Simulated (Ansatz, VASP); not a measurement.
NaF in VASP and in Ansatz

```
Na F
1.0
     0.00000    2.02959    3.04438
     2.02959    0.00000    3.04438
     2.02959    2.02959    0.00000
Na F
1 1
Direct
  0.00000 0.00000 0.00000
  0.50000 0.50000 0.50000
```

Alike in both runs: task single point; functional PBE; k mesh 10 × 10 × 10; occupations gaussian, width 0.05 eV; no spin polarisation.

```csv
,VASP,Ansatz
version,VASP 6.6.1,Ansatz 0.2.0
potentials or method,"VASP PAW PBE potentials, release 64 (Na_pv, F), cutoff 520 eV","scalar-relativistic, plane waves, PAW"
valence electrons in the cell,14,16
```

VASP gave:

- gap on the k mesh at the Fermi level (eV): 5.89
- least direct gap on the mesh (eV): 5.89
- pressure (GPa): 19.3
- traceless stress, the component that is largest in VASP (GPa): -21.76

Task: Estimate Ansatz's values.

Result: gap on the k mesh at the Fermi level (eV): 5.92; least direct gap on the mesh (eV): 5.92; pressure (GPa): 18.7; traceless stress, the component that is largest in VASP (GPa): -20.99.

VASP's potentials hold 14 valence electrons a cell and Ansatz's 16, so a difference there can come from the potentials and not from the codes.
